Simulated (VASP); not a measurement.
# Zr3O (P6_322) in VASP: a series of runs

Runs on Zr3O. Level: PBEsol. Tasks: single point.

All numbers are computed with VASP 6.6.1; they aren't measurements. Logs are shortened: lines on timing, memory, paths and dates and some standing lists are left out, and cuts for length are marked.

**1. The cell of the first run**

It takes space group P6_322 (No. 182, hexagonal). Conventional cell: a = 5.850 Å, b = 5.850 Å, c = 4.698 Å, α = 90.00°, β = 90.00°, γ = 120.00°. Within 3.5 Å of Zr (site symmetry 2) lie 2 O at 2.29 Å and 12 Zr at 3.03 to 3.41 Å. O (site symmetry 32) has 6 Zr at 2.29 Å within 3.0 Å.

**2. Single point, PBEsol**

INCAR reads:

```
SYSTEM = Zr3O
PREC = Accurate ; ENCUT = 520
EDIFF = 1E-6 ; ISMEAR = 0
SIGMA = 0.15 ; LREAL = .False.
LASPH = .True. ; NELM = 60
ALGO = Normal ; ISIF = 2
LWAVE = .False. ; LCHARG = .False.
GGA = PS ; NBANDS = 52
```

KPOINTS reads:

```
regular mesh
0
Gamma
  9 9 8
  0 0 0
```

POSCAR reads:

```
Zr3O
1.0
    5.8497104291      0.0000000000      0.0000000000
   -2.9248552145      5.0659978364      0.0000000000
    0.0000000000      0.0000000000      4.6984874166
Zr O
6 2
Direct
    0.3260414843      0.0000000000      0.0000000000
    0.3260414843      0.3260414843      0.5000000000
    0.0000000000      0.3260414843      0.0000000000
    0.6739585157      0.0000000000      0.5000000000
    0.6739585157      0.6739585157      0.0000000000
    0.0000000000      0.6739585157      0.5000000000
    0.3333333333      0.6666666667      0.2500000000
    0.6666666667      0.3333333333      0.7500000000
```

Potentials or basis: VASP PAW PBE potentials, release 64 (Zr_sv, O).

Command:

```console
$ cat potpaw_PBE.64/Zr_sv/POTCAR potpaw_PBE.64/O/POTCAR > POTCAR
$ mpirun -np 1 vasp_std > vasp.out
```

OUTCAR:

```text
SYSTEM = Zr3O
   PREC = Accurate
   ENCUT = 520
   EDIFF = 1E-6
   ISMEAR = 0
   LREAL = .False.
   LASPH = .True.
   NELM = 60
   ISIF = 2
   GGA = PS

 ion  position               nearest neighbor table
   1  0.326  0.000  0.000-   7 2.29   8 2.29   2 3.03   2 3.03   6 3.03   6 3.03   4 3.11   4 3.11
                             3 3.30   5 3.30   5 3.41   3 3.41   5 3.41   3 3.41
   2  0.326  0.326  0.500-   7 2.29   8 2.29   1 3.03   1 3.03   3 3.03   3 3.03   5 3.11   5 3.11
                             6 3.30   4 3.30   6 3.41   4 3.41   4 3.41   6 3.41
   3  0.000  0.326  0.000-   8 2.29   7 2.29   2 3.03   2 3.03   4 3.03   4 3.03   6 3.11   6 3.11
                             1 3.30   5 3.30   5 3.41   1 3.41   1 3.41   5 3.41
   4  0.674  0.000  0.500-   8 2.29   7 2.29   5 3.03   5 3.03   3 3.03   3 3.03   1 3.11   1 3.11
                             6 3.30   2 3.30   2 3.41   6 3.41   2 3.41   6 3.41
   5  0.674  0.674  0.000-   8 2.29   7 2.29   4 3.03   4 3.03   6 3.03   6 3.03   2 3.11   2 3.11
                             3 3.30   1 3.30   3 3.41   1 3.41   1 3.41   3 3.41
   6  0.000  0.674  0.500-   7 2.29   8 2.29   5 3.03   5 3.03   1 3.03   1 3.03   3 3.11   3 3.11
                             4 3.30   2 3.30   2 3.41   4 3.41   4 3.41   2 3.41
   7  0.333  0.667  0.250-   1 2.29   6 2.29   3 2.29   4 2.29   2 2.29   5 2.29
   8  0.667  0.333  0.750-   4 2.29   3 2.29   6 2.29   1 2.29   5 2.29   2 2.29

  LATTYP: Found a hexagonal cell.
 ALAT       =     5.8497104291
 C/A-ratio  =     0.8032000000

  Lattice vectors:

 A1 = (   5.8497104291,   0.0000000000,   0.0000000000)
 A2 = (  -2.9248552145,   5.0659978364,   0.0000000000)
 A3 = (   0.0000000000,   0.0000000000,   4.6984874166)

Analysis of symmetry for initial positions (statically):
=====================================================================
 Subroutine PRICEL returns:
 Original cell was already a primitive cell.

 Routine SETGRP: Setting up the symmetry group for a
 hexagonal supercell.

 Subroutine GETGRP returns: Found 12 space group operations
 (whereof  6 operations were pure point group operations)
 out of a pool of 24 trial point group operations.

The static configuration has the point symmetry D_3 .
 The point group associated with its full space group is D_6 .

Analysis of symmetry for dynamics (positions and initial velocities):
=====================================================================
 Subroutine PRICEL returns:
 Original cell was already a primitive cell.

 Routine SETGRP: Setting up the symmetry group for a
 hexagonal supercell.

 Subroutine GETGRP returns: Found 12 space group operations
 (whereof  6 operations were pure point group operations)
 out of a pool of 24 trial point group operations.

The dynamic configuration has the point symmetry D_3 .
 The point group associated with its full space group is D_6 .

 Subroutine INISYM returns: Found 12 space group operations
 (whereof  6 operations are pure point group operations),
 and found     1 'primitive' translations

----------------------------------------------------------------------------------------

                                     Primitive cell

  volume of cell :     139.2379

  direct lattice vectors                    reciprocal lattice vectors
     5.849710429  0.000000000  0.000000000     0.170948633  0.098697239  0.000000000
    -2.924855214  5.065997836  0.000000000     0.000000000  0.197394478  0.000000000
     0.000000000  0.000000000  4.698487417     0.000000000  0.000000000  0.212834453

  length of vectors
     5.849710429  5.849710429  4.698487417     0.197394478  0.197394478  0.212834453

  position of ions in fractional coordinates (direct lattice)
     0.326041484  0.000000000  0.000000000
     0.326041484  0.326041484  0.500000000
     0.000000000  0.326041484  0.000000000
     0.673958516  0.000000000  0.500000000
     0.673958516  0.673958516  0.000000000
     0.000000000  0.673958516  0.500000000
     0.333333333  0.666666667  0.250000000
     0.666666667  0.333333333  0.750000000

  ion indices of the primitive-cell ions
   primitive index   ion index
                 1           1
                 2           2
                 3           3
                 4           4
                 5           5
                 6           6
                 7           7
                 8           8

----------------------------------------------------------------------------------------

 KPOINTS: regular mesh

Automatic generation of k-mesh.
 Grid dimensions read from file:
 generate k-points for:    9    9    8

 Generating k-lattice:

  Cartesian coordinates                     Fractional coordinates (reciprocal lattice)
     0.018994293  0.010966360  0.000000000     0.111111111  0.000000000  0.000000000
     0.000000000  0.021932720  0.000000000     0.000000000  0.111111111  0.000000000
     0.000000000  0.000000000  0.026604307     0.000000000  0.000000000  0.125000000

  Length of vectors
     0.021932720  0.021932720  0.026604307

  Shift w.r.t. Gamma in fractional coordinates (k-lattice)
     0.000000000  0.000000000  0.000000000

 Subroutine IBZKPT returns following result:
 ===========================================

 Found     60 irreducible k-points:

 Following reciprocal coordinates:
            Coordinates               Weight
  0.000000  0.000000  0.000000      1.000000
  0.111111  0.000000  0.000000      6.000000
  0.222222  0.000000  0.000000      6.000000
  0.333333  0.000000  0.000000      6.000000
  0.444444  0.000000  0.000000      6.000000
  0.111111  0.111111  0.000000      6.000000
[... 16 lines left out ...]
  0.333333  0.222222  0.125000     24.000000
  0.333333  0.333333  0.125000      4.000000
 [... further k-points ...]
   k-points           NKPTS =     60   k-points in BZ     NKDIM =     60   number of bands    NBANDS=     52
   number of dos      NEDOS =    301   number of ions     NIONS =      8
   total plane-waves  NPLWV =  82944
   dimension x,y,z NGX =    48 NGY =   48 NGZ =   36
   dimension x,y,z NGXF=    96 NGYF=   96 NGZF=   72
   ions per type =               6   2
   NGX,Y,Z   is equivalent  to a cutoff of  13.64, 13.64, 12.74 a.u.
   NGXF,Y,Z  is equivalent  to a cutoff of  27.28, 27.28, 25.48 a.u.
 SYSTEM =  Zr3O
   PREC   = accura    normal or accurate (medium, high low for compatibility)
   ISTART =      0    job   : 0-new  1-cont  2-samecut
   ICHARG =      2    charge: 1-file 2-atom 10-const
   ISPIN  =      1    spin polarized calculation?
   LNONCOLLINEAR =      F non collinear calculations
   LSORBIT =      F    spin-orbit coupling
   LASPH  =      T    aspherical Exc in radial PAW
   ENCUT  =  520.0 eV  38.22 Ry    6.18 a.u.  10.88 10.88  8.74*2*pi/ulx,y,z
   NELM   =     60;   NELMIN=  2; NELMDL= -5     # of ELM steps
   EDIFF  = 0.1E-05   stopping-criterion for ELM
   LREAL  =      F    real-space projection
   EDIFFG = 0.1E-04   stopping-criterion for IOM
   NSW    =      0    number of steps for IOM
   IBRION =     -1    ionic relax: 0-MD 1-quasi-New 2-CG
   NFREE  =      0    steps in history (QN), initial steepest desc. (CG)
   ISIF   =      2    stress and relaxation
   ISYM   =      2    0-nonsym 1-usesym 2-fastsym
   POTIM  = 0.5000    time-step for ionic-motion
   TEBEG  =    0.0;   TEEND  =   0.0 temperature during run
   PSTRESS=    0.0 pullay stress
   NELECT =      84.0000    total number of electrons
   NUPDOWN=      -1.0000    fix difference up-down
   EMIN   =  10.00;   EMAX   =-10.00  energy-range for DOS
   EFERMI =   0.00;   METHOD = LEGACY
   ISMEAR =     0;   SIGMA  =   0.15  broadening in eV -4-tet -1-fermi 0-gaus
   EFERMI_NEDOS =   21; number of points for ismear=-14 and -15
   IALGO  =     38    algorithm
   IMIX   =      4    mixing-type and parameters
     AMIX     =   0.40;   BMIX     =  1.00
     AMIX_MAG =   1.60;   BMIX_MAG =  1.00
  volume/ion in A,a.u.               =      17.40       117.45
  Fermi-wavevector in a.u.,A,eV,Ry     =   1.383297  2.614052 26.034894  1.913511
  Thomas-Fermi vector in A             =   2.507908
   LORBIT       =      0    0 simple, 1 ext, 2 COOP (PROOUT), +10 PAW based schemes
   GGA     = PS    functional components
   LHFCALC =     F    Hartree Fock is set to
   AEXX    =    0.0000 exact exchange contribution
   IVDW    =     0    specifies the selected vdW correction
   LEPSILON=     F    determine dielectric tensor
   LRPA    =     F    only Hartree local field effects (RPA)
 non-spin polarized calculation
 Gauss-broadening in eV      SIGMA  =   0.15
  energy-cutoff  :      520.00
  volume of cell :      139.24
 maximum number of plane-waves:      3774
 NGX is ok and might be reduce to    48
   NGX = 21   NGY = 21   NGZ = 17

 number of electron      83.9999998 magnetization

 Free energy of the ion-electron system (eV)
  ---------------------------------------------------
  ext. energy  EPLUGINS =         0.00000000
  ---------------------------------------------------
  free energy    TOTEN  =       -75.47050942 eV

  energy without entropy =      -75.43009952  energy(sigma->0) =      -75.45030447

 E-fermi :   9.7971     XC(G=0): -11.7795

 val. band max:        9.7740259654   @ k =   0.1111   0.1111   0.0000
 cond. band min:       9.8055066841   @ k =   0.0000   0.0000   0.3750
 fundamental gap:      0.0314807187
 Fermi energy:         9.7971207918

 k-point     1 :       0.0000    0.0000    0.0000
  band No.  band energies     occupation
      1     -39.0191      2.00000
      2     -38.8393      2.00000
      3     -38.8393      2.00000
      4     -38.8170      2.00000
      5     -38.8170      2.00000
      6     -38.7588      2.00000
[... 44 lines left out ...]
     51      12.4767      0.00000
     52      13.0924      0.00000

 k-point     2 :       0.1111    0.0000    0.0000
  band No.  band energies     occupation
      1     -39.0146      2.00000
      2     -38.8509      2.00000
      3     -38.8482      2.00000
      4     -38.8099      2.00000
      5     -38.8079      2.00000
      6     -38.7590      2.00000
[... 1202 lines left out ...]
 k-point    24 :       0.3333    0.3333    0.1250
  band No.  band energies     occupation
      1     -38.9280      2.00000
      2     -38.9141      2.00000
      3     -38.9121      2.00000
      4     -38.7812      2.00000
      5     -38.7791      2.00000
      6     -38.7768      2.00000
[... 44 lines left out ...]
     51      12.9438      0.00000
     52      13.0470      0.00000

 [... further k-points ...]

------------------------ aborting loop because EDIFF is reached ----------------------------------------

  FORCE on cell =-STRESS in cart. coord.  units (eV):
  Direction    XX          YY          ZZ          XY          YZ          ZX
  --------------------------------------------------------------------------------------
  -------------------------------------------------------------------------------------
  Total       -7.1770804     -7.1770804     12.9857024     -0.0000000     -0.0000000      0.0000000
  in kB      -82.5849587    -82.5849587    149.4233925     -0.0000000     -0.0000000      0.0000000
  external PRESSURE =      -5.2488416 kB  Pullay stress =       0.0000000 kB

 VOLUME and BASIS-vectors are now :
 -----------------------------------------------------------------------------
  energy-cutoff  :      520.00
  volume of cell :      139.24
      direct lattice vectors                 reciprocal lattice vectors
     5.849710429  0.000000000  0.000000000     0.170948633  0.098697239  0.000000000
    -2.924855214  5.065997836  0.000000000     0.000000000  0.197394478  0.000000000
     0.000000000  0.000000000  4.698487417     0.000000000  0.000000000  0.212834453

 POSITION                                       TOTAL-FORCE (eV/Angst)
 -----------------------------------------------------------------------------------
      1.90725      0.00000      0.00000         1.260602     -0.000000      0.000000
      0.95362      1.65173      2.34924         0.630301      1.091714      0.000000
     -0.95362      1.65173      0.00000        -0.630301      1.091714     -0.000000
      3.94246      0.00000      2.34924        -1.260602      0.000000     -0.000000
      1.97123      3.41427      0.00000        -0.630301     -1.091714     -0.000000
     -1.97123      3.41427      2.34924         0.630301     -1.091714     -0.000000
     -0.00000      3.37733      1.17462        -0.000000      0.000000     -0.000000
      2.92486      1.68867      3.52387        -0.000000     -0.000000      0.000000
 -----------------------------------------------------------------------------------
    total drift:                                0.000001     -0.000001      0.000000

  FREE ENERGIE OF THE ION-ELECTRON SYSTEM (eV)
  ---------------------------------------------------
  free  energy   TOTEN  =       -75.4705094164 eV

  energy  without entropy=      -75.4300995182  energy(sigma->0) =      -75.45030447
```

Wall time 2.9 min (1 thread of Intel Xeon 6975P-C (Granite Rapids), shared host); peak memory 0.47 GiB.

Results:

| Property | Result |
| --- | --- |
| Free energy | -75.4705 eV |
| Pressure | -0.5 GPa |
| Largest force | 1.261 eV/Å |
| Band gap on the k mesh | zero (bands 42 and 43 overlap by 0.69 eV) |

Forces in eV/Å, atoms in the order of the input:
```
Zr   1.261  0.000  0.000
Zr   0.630  1.092  0.000
Zr  -0.630  1.092  0.000
Zr  -1.261  0.000  0.000
Zr  -0.630 -1.092  0.000
Zr   0.630 -1.092  0.000
O    0.000  0.000  0.000
O    0.000  0.000  0.000
```

Stress tensor (GPa, compression positive):
```
-8.26  0.00  0.00
 0.00 -8.26  0.00
 0.00  0.00 14.94
```

Caveat: the stress differs along the axes, from -8 to 15 GPa; the PAW data sets were made with another functional, which shifts forces and pressure a little.

(Part 1 of 2 ends here.)

The gap in the log of VASP goes by the Fermi energy; the results here count the filled bands.